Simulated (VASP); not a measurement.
# Pd3F7 (Cmmm) in VASP: further runs

Runs on Pd3F7. Level: PBE. Tasks: single point.

Program: VASP 6.6.1. These are calculated values, not measurements. Logs are shortened: lines on timing, memory, paths and dates and some standing lists are left out, and cuts for length are marked.

## Step 1: The cell of the first run

The structure is orthorhombic, space group Cmmm (No. 65). The conventional cell has a = 5.842 Å, b = 13.603 Å, c = 4.057 Å, α = 90.00°, β = 90.00°, γ = 90.00°. Within 2.7 Å of Pd (site symmetry mmm) lie 6 F at 2.02 to 2.03 Å. Pd (site symmetry 2/m) has 4 F at 2.00 to 2.03 Å within 2.6 Å. Within 2.7 Å of F (site symmetry mmm) lie 2 Pd at 2.03 Å. Within 2.6 Å of F (site symmetry m) lie 2 Pd at 2.00 to 2.02 Å. F (site symmetry 2/m) has 2 Pd at 2.03 Å within 2.7 Å.

The cell was generated, and may not be a known phase.

## Step 2: Single point, PBE

INCAR

```
SYSTEM = Pd3F7
PREC     = Accurate       ! precision mode
ENCUT    = 600            ! plane-wave cutoff, eV
EDIFF    = 1E-6           ! SCF threshold, eV
ISMEAR   = 0              ! smearing method
SIGMA    = 0.1            ! smearing width, eV
LREAL    = .FALSE.        ! projectors in reciprocal space
LASPH    = .TRUE.         ! aspherical terms in the spheres
NELM     = 120            ! most SCF steps
ALGO     = Normal         ! electronic algorithm
ISIF     = 2              ! what is computed and relaxed
LWAVE    = .FALSE.        ! write WAVECAR
LCHARG   = .TRUE.         ! write CHGCAR
GGA      = PE             ! functional
LELF     = .TRUE.         ! ELF
LVHAR    = .TRUE.       
NBANDS   = 50             ! bands
GGA_COMPAT= .FALSE.
```

KPOINTS

```
Automatic mesh
0
G
  4 4 4
  0 0 0
```

POSCAR

```
Pd3F7
1.0
    2.9208291000     -6.8013081000      0.0000000000
    2.9208291000      6.8013081000      0.0000000000
    0.0000000000      0.0000000000      4.0568011000
Pd F
3 7
Direct
    0.0000000000      0.0000000000      0.0000000000
    0.5000000000      0.0000000000      0.0000000000
    0.0000000000      0.5000000000      0.0000000000
    0.0000000000      0.0000000000      0.5000000000
    0.3522320000      0.1462700000      0.0000000000
    0.6477680000      0.8537300000      0.0000000000
    0.1462700000      0.3522320000      0.0000000000
    0.8537300000      0.6477680000      0.0000000000
    0.5000000000      0.0000000000      0.5000000000
    0.0000000000      0.5000000000      0.5000000000
```

Potentials or basis: VASP PAW PBE potentials, release 64 (Pd, F).

Command:

```sh
$ cat potpaw_PBE.64/Pd/POTCAR potpaw_PBE.64/F/POTCAR > POTCAR
$ mpirun -np 1 vasp_std > vasp.out
```

OUTCAR:

```text
SYSTEM = Pd3F7
   PREC = Accurate
   ENCUT = 600
   EDIFF = 1E-6
   ISMEAR = 0
   LREAL = .FALSE.
   LASPH = .TRUE.
   NELM = 120
   ISIF = 2
   GGA = PE

 ion  position               nearest neighbor table
   1  0.000  0.000  0.000-   5 2.02   6 2.02   7 2.02   8 2.02   4 2.03   4 2.03
   2  0.500  0.000  0.000-   5 2.00   6 2.00   9 2.03   9 2.03   3 2.92   3 2.92
   3  0.000  0.500  0.000-   7 2.00   8 2.00  10 2.03  10 2.03   2 2.92   2 2.92
   4  0.000  0.000  0.500-   1 2.03   1 2.03
   5  0.352  0.146  0.000-   2 2.00   1 2.02
   6  0.648  0.854  0.000-   2 2.00   1 2.02
   7  0.146  0.352  0.000-   3 2.00   1 2.02
   8  0.854  0.648  0.000-   3 2.00   1 2.02
   9  0.500  0.000  0.500-   2 2.03   2 2.03
  10  0.000  0.500  0.500-   3 2.03   3 2.03

  LATTYP: Found a base centered orthorhombic cell.
 ALAT       =     5.8416582000
 B/A-ratio  =     2.3285539370
 C/A-ratio  =     0.6944605386

  Lattice vectors:

 A1 = (   2.9208291000,  -6.8013081000,   0.0000000000)
 A2 = (   2.9208291000,   6.8013081000,   0.0000000000)
 A3 = (   0.0000000000,   0.0000000000,   4.0568011000)

Analysis of symmetry for initial positions (statically):
=====================================================================
 Subroutine PRICEL returns:
 Original cell was already a primitive cell.

 Routine SETGRP: Setting up the symmetry group for a
 base centered orthorhombic supercell.

 Subroutine GETGRP returns: Found  8 space group operations
 (whereof  8 operations were pure point group operations)
 out of a pool of  8 trial point group operations.

The static configuration has the point symmetry D_2h.

Analysis of symmetry for dynamics (positions and initial velocities):
=====================================================================
 Subroutine PRICEL returns:
 Original cell was already a primitive cell.

 Routine SETGRP: Setting up the symmetry group for a
 base centered orthorhombic supercell.

 Subroutine GETGRP returns: Found  8 space group operations
 (whereof  8 operations were pure point group operations)
 out of a pool of  8 trial point group operations.

The dynamic configuration has the point symmetry D_2h.

 Subroutine INISYM returns: Found  8 space group operations
 (whereof  8 operations are pure point group operations),
 and found     1 'primitive' translations

----------------------------------------------------------------------------------------

                                     Primitive cell

  volume of cell :     161.1804

  direct lattice vectors                    reciprocal lattice vectors
     2.920829100 -6.801308100  0.000000000     0.171184271 -0.073515270  0.000000000
     2.920829100  6.801308100  0.000000000     0.171184271  0.073515270  0.000000000
     0.000000000  0.000000000  4.056801100     0.000000000  0.000000000  0.246499637

  length of vectors
     7.401961531  7.401961531  4.056801100     0.186302307  0.186302307  0.246499637

  position of ions in fractional coordinates (direct lattice)
     0.000000000  0.000000000  0.000000000
     0.500000000  1.000000000  0.000000000
     1.000000000  0.500000000  0.000000000
     0.000000000  0.000000000  0.500000000
     0.352232000  0.146270000  0.000000000
     0.647768000  0.853730000  0.000000000
     0.146270000  0.352232000  0.000000000
     0.853730000  0.647768000  0.000000000
     0.500000000  1.000000000  0.500000000
     1.000000000  0.500000000  0.500000000

  ion indices of the primitive-cell ions
   primitive index   ion index
                 1           1
                 2           2
                 3           3
                 4           4
                 5           5
                 6           6
                 7           7
                 8           8
                 9           9
                10          10

----------------------------------------------------------------------------------------

 KPOINTS: Automatic mesh

Automatic generation of k-mesh.
 Grid dimensions read from file:
 generate k-points for:    4    4    4

 Generating k-lattice:

  Cartesian coordinates                     Fractional coordinates (reciprocal lattice)
     0.042796068 -0.018378817  0.000000000     0.250000000 -0.000000000  0.000000000
     0.042796068  0.018378817  0.000000000    -0.000000000  0.250000000  0.000000000
     0.000000000  0.000000000  0.061624909     0.000000000  0.000000000  0.250000000

  Length of vectors
     0.046575577  0.046575577  0.061624909

  Shift w.r.t. Gamma in fractional coordinates (k-lattice)
     0.000000000  0.000000000  0.000000000

 Subroutine IBZKPT returns following result:
 ===========================================

 Found     21 irreducible k-points:

 Following reciprocal coordinates:
            Coordinates               Weight
  0.000000  0.000000  0.000000      1.000000
  0.250000  0.000000  0.000000      4.000000
  0.500000  0.000000  0.000000      2.000000
  0.250000  0.250000  0.000000      2.000000
  0.500000  0.250000  0.000000      4.000000
 -0.250000  0.250000  0.000000      2.000000
[... 13 lines left out ...]
 -0.250000  0.250000  0.500000      2.000000
  0.500000  0.500000  0.500000      1.000000
   k-points           NKPTS =     21   k-points in BZ     NKDIM =     21   number of bands    NBANDS=     50
   number of dos      NEDOS =    301   number of ions     NIONS =     10
   total plane-waves  NPLWV = 115200
   dimension x,y,z NGX =    60 NGY =   60 NGZ =   32
   dimension x,y,z NGXF=   120 NGYF=  120 NGZF=   64
   ions per type =               3   7
   NGX,Y,Z   is equivalent  to a cutoff of  13.48, 13.48, 13.11 a.u.
   NGXF,Y,Z  is equivalent  to a cutoff of  26.95, 26.95, 26.23 a.u.
 SYSTEM =  Pd3F7
   PREC   = accura    normal or accurate (medium, high low for compatibility)
   ISTART =      0    job   : 0-new  1-cont  2-samecut
   ICHARG =      2    charge: 1-file 2-atom 10-const
   ISPIN  =      1    spin polarized calculation?
   LNONCOLLINEAR =      F non collinear calculations
   LSORBIT =      F    spin-orbit coupling
   LASPH  =      T    aspherical Exc in radial PAW
   ENCUT  =  600.0 eV  44.10 Ry    6.64 a.u.  14.78 14.78  8.10*2*pi/ulx,y,z
   NELM   =    120;   NELMIN=  2; NELMDL= -5     # of ELM steps
   EDIFF  = 0.1E-05   stopping-criterion for ELM
   LREAL  =      F    real-space projection
   EDIFFG = 0.1E-04   stopping-criterion for IOM
   NSW    =      0    number of steps for IOM
   IBRION =     -1    ionic relax: 0-MD 1-quasi-New 2-CG
   NFREE  =      0    steps in history (QN), initial steepest desc. (CG)
   ISIF   =      2    stress and relaxation
   ISYM   =      2    0-nonsym 1-usesym 2-fastsym
   POTIM  = 0.5000    time-step for ionic-motion
   TEBEG  =    0.0;   TEEND  =   0.0 temperature during run
   PSTRESS=    0.0 pullay stress
   NELECT =      79.0000    total number of electrons
   NUPDOWN=      -1.0000    fix difference up-down
   EMIN   =  10.00;   EMAX   =-10.00  energy-range for DOS
   EFERMI =   0.00;   METHOD = LEGACY
   ISMEAR =     0;   SIGMA  =   0.10  broadening in eV -4-tet -1-fermi 0-gaus
   EFERMI_NEDOS =   21; number of points for ismear=-14 and -15
   IALGO  =     38    algorithm
   IMIX   =      4    mixing-type and parameters
     AMIX     =   0.40;   BMIX     =  1.00
     AMIX_MAG =   1.60;   BMIX_MAG =  1.00
  volume/ion in A,a.u.               =      16.12       108.77
  Fermi-wavevector in a.u.,A,eV,Ry     =   1.290763  2.439188 22.668238  1.666068
  Thomas-Fermi vector in A             =   2.422574
   LORBIT       =      0    0 simple, 1 ext, 2 COOP (PROOUT), +10 PAW based schemes
   GGA     = PE    functional components
   LHFCALC =     F    Hartree Fock is set to
   AEXX    =    0.0000 exact exchange contribution
   IVDW    =     0    specifies the selected vdW correction
   LEPSILON=     F    determine dielectric tensor
   LRPA    =     F    only Hartree local field effects (RPA)
 non-spin polarized calculation
 Gauss-broadening in eV      SIGMA  =   0.10
  energy-cutoff  :      600.00
  volume of cell :      161.18
 maximum number of plane-waves:      5420
   NGX = 29   NGY = 29   NGZ = 17

 number of electron      79.0000023 magnetization

 Free energy of the ion-electron system (eV)
  ---------------------------------------------------
  ext. energy  EPLUGINS =         0.00000000
  ---------------------------------------------------
  free energy    TOTEN  =       -40.24670172 eV

  energy without entropy =      -40.22205959  energy(sigma->0) =      -40.23438065

 E-fermi :   0.3138     XC(G=0):  -8.8447

 val. band max:        0.3021423426   @ k =   0.2500   0.2500   0.0000
 cond. band min:       0.3229469498   @ k =   0.0000   0.0000   0.2500
 fundamental gap:      0.0208046072
 Fermi energy:         0.3137603899

 k-point     1 :       0.0000    0.0000    0.0000
  band No.  band energies     occupation
      1     -22.8392      2.00000
      2     -22.5951      2.00000
      3     -22.4628      2.00000
      4     -22.4116      2.00000
      5     -22.2677      2.00000
      6     -22.0724      2.00000
[... 42 lines left out ...]
     49      10.3942      0.00000
     50      11.3770      0.00000

 k-point     2 :       0.2500    0.0000    0.0000
  band No.  band energies     occupation
      1     -22.8004      2.00000
      2     -22.6011      2.00000
      3     -22.4858      2.00000
      4     -22.4342      2.00000
      5     -22.2598      2.00000
      6     -22.0506      2.00000
[... 42 lines left out ...]
     49      11.4189      0.00000
     50      12.3461      0.00000

 k-point     3 :       0.5000    0.0000    0.0000
  band No.  band energies     occupation
      1     -22.7479      2.00000
      2     -22.5941      2.00000
      3     -22.5559      2.00000
      4     -22.4338      2.00000
      5     -22.2544      2.00000
      6     -22.0007      2.00000
[... 943 lines left out ...]
     49      10.9902      0.00000
     50      11.3556      0.00000

 k-point    21 :       0.5000    0.5000    0.5000
  band No.  band energies     occupation
      1     -22.6570      2.00000
      2     -22.5909      2.00000
      3     -22.5349      2.00000
      4     -22.4504      2.00000
      5     -22.0814      2.00000
      6     -21.8705      2.00000
[... 42 lines left out ...]
     49      11.1155      0.00000
     50      11.7249      0.00000

------------------------ aborting loop because EDIFF is reached ----------------------------------------

  FORCE on cell =-STRESS in cart. coord.  units (eV):
  Direction    XX          YY          ZZ          XY          YZ          ZX
  --------------------------------------------------------------------------------------
  -------------------------------------------------------------------------------------
  Total       -0.5937973      0.5535224     -0.7730455      0.0000000      0.0000000      0.0000000
  in kB       -5.9025066      5.5021629     -7.6842827      0.0000000      0.0000000      0.0000000
  external PRESSURE =      -2.6948754 kB  Pullay stress =       0.0000000 kB

 VOLUME and BASIS-vectors are now :
 -----------------------------------------------------------------------------
  energy-cutoff  :      600.00
  volume of cell :      161.18
      direct lattice vectors                 reciprocal lattice vectors
     2.920829100 -6.801308100  0.000000000     0.171184271 -0.073515270  0.000000000
     2.920829100  6.801308100  0.000000000     0.171184271  0.073515270  0.000000000
     0.000000000  0.000000000  4.056801100     0.000000000  0.000000000  0.246499637

 POSITION                                       TOTAL-FORCE (eV/Angst)
 -----------------------------------------------------------------------------------
      0.00000      0.00000      0.00000         0.000000      0.000000      0.000000
      1.46041     -3.40065      0.00000        -0.000000      0.000000      0.000000
      1.46041      3.40065      0.00000         0.000000      0.000000      0.000000
      0.00000      0.00000      2.02840         0.000000      0.000000      0.000000
      1.45604     -1.40081      0.00000         0.002048      0.092969      0.000000
      4.38562      1.40081      0.00000        -0.002048     -0.092969     -0.000000
      1.45604      1.40081      0.00000         0.002048     -0.092969     -0.000000
      4.38562     -1.40081      0.00000        -0.002048      0.092969      0.000000
      1.46041     -3.40065      2.02840        -0.000000      0.000000      0.000000
      1.46041      3.40065      2.02840         0.000000      0.000000      0.000000
 -----------------------------------------------------------------------------------
    total drift:                                0.000000      0.000000      0.000000

  FREE ENERGIE OF THE ION-ELECTRON SYSTEM (eV)
  ---------------------------------------------------
  free  energy   TOTEN  =       -40.2467017204 eV

  energy  without entropy=      -40.2220595869  energy(sigma->0) =      -40.23438065
```

It took 2.3 min on 1 thread of Intel Xeon 6975P-C (Granite Rapids), shared host; peak memory 0.4 GiB.

Results:

| Item | Value |
| --- | --- |
| Free energy | -40.2467 eV |
| Pressure | -0.3 GPa |
| Largest force | 0.093 eV/Å |
| Band gap on the k mesh | zero (an odd number of electrons rules out a gap without spin polarisation) |

Forces in eV/Å, atoms in the order of the input:
```
Pd   0.000  0.000  0.000
Pd   0.000  0.000  0.000
Pd   0.000  0.000  0.000
F    0.000  0.000  0.000
F    0.002  0.093  0.000
F   -0.002 -0.093  0.000
F    0.002 -0.093  0.000
F   -0.002  0.093  0.000
F    0.000  0.000  0.000
F    0.000  0.000  0.000
```

Caveat: the k points lie up to 0.39 Å⁻¹ apart, too coarse for converged energies and pressures of a metal; an odd number of electrons without spin polarisation forces a metal; a magnetic or distorted state may lie lower.

## Step 3: Single point, PBE

This run uses another cell than the first one, of the same volume but with other edges.

INCAR

```
PREC = Accurate
ENCUT = 600
EDIFF = 1E-6
ISMEAR = 0
SIGMA = 0.2
LREAL = False
LASPH = True
NELM = 120
ALGO = Normal
ISIF = 2
LWAVE = False
LCHARG = False
GGA = PE
NBANDS = 50
GGA_COMPAT = False
```

KPOINTS

```
Automatic mesh
0
Gamma
  6 4 4
```

POSCAR

```
Pd3F7
1.0
    0.0000000000      0.0000000000      4.0568011000
   -5.8416582000      0.0000000000      0.0000000000
    2.9208291000     -6.8013081000      0.0000000000
Pd F
3 7
Direct
    0.0000000000      0.0000000000      0.0000000000
    0.0000000000      1.0000000000      0.5000000000
    0.0000000000      0.5000000000      0.5000000000
    0.5000000000      0.0000000000      0.0000000000
    0.0000000000      0.8537300000      0.2059620000
    0.0000000000      0.1462700000      0.7940380000
    0.0000000000      0.6477680000      0.7940380000
    0.0000000000      0.3522320000      0.2059620000
    0.5000000000      1.0000000000      0.5000000000
    0.5000000000      0.5000000000      0.5000000000
```

Potentials or basis: VASP PAW PBE potentials, release 64 (Pd, F).

Command:

```sh
$ cat potpaw_PBE.64/Pd/POTCAR potpaw_PBE.64/F/POTCAR > POTCAR
$ mpirun -np 1 vasp_std > vasp.out
```

Run time: 3.2 min. Hardware: 1 thread of Intel Xeon 6975P-C (Granite Rapids), shared host; peak memory 0.41 GiB.

Results (log left out):

```yaml
Free_energy: -40.1870 eV
Pressure: -0.1 GPa
Largest_force: 0.029 eV/Å
Band_gap_on_the_k_mesh: zero (an odd number of electrons rules out a gap without spin polarisation)
```

Forces in eV/Å, atoms in the order of the input:
```
Pd   0.000  0.000  0.000
Pd   0.000  0.000  0.000
Pd   0.000  0.000  0.000
F    0.000  0.000  0.000
F    0.028  0.009  0.000
F   -0.028 -0.009  0.000
F    0.028 -0.009  0.000
F   -0.028  0.009  0.000
F    0.000  0.000  0.000
F    0.000  0.000  0.000
```

Stress tensor (GPa, compression positive):
```
-0.20  0.00  0.00
 0.00 -0.32  0.00
 0.00  0.00  0.17
```

Levels at points of the mesh, in eV from the Fermi level:
| k point | band 36 | band 37 | band 38 | band 39 | band 40 | band 41 | band 42 | band 43 |
| --- | --- | --- | --- | --- | --- | --- | --- | --- |
| (0.00, 0.00, 0.00) | -1.25 | -0.94 | -0.86 | -0.77 | -0.68 | -0.08 | 0.05 | 1.47 |
| (0.50, 0.00, 0.00) | -0.38 | -0.31 | -0.15 | 0.05 | 0.97 | 1.00 | 2.35 | 2.38 |
| (0.00, 0.50, 0.00) | -1.62 | -1.27 | -1.21 | -0.90 | -0.77 | -0.15 | -0.10 | 0.67 |
| (0.50, 0.50, 0.00) | -0.48 | -0.44 | -0.42 | -0.34 | 0.25 | 1.53 | 1.79 | 2.36 |
| (0.00, 0.00, 0.50) | -1.26 | -1.20 | -0.93 | -0.85 | -0.68 | -0.21 | 0.50 | 0.59 |
| (0.50, 0.00, 0.50) | -0.51 | -0.43 | -0.15 | 0.39 | 0.58 | 1.68 | 1.86 | 1.92 |

Caveat: an odd number of electrons without spin polarisation forces a metal; a magnetic or distorted state may lie lower.

The gap in the log of VASP goes by the Fermi energy; the results here count the filled bands.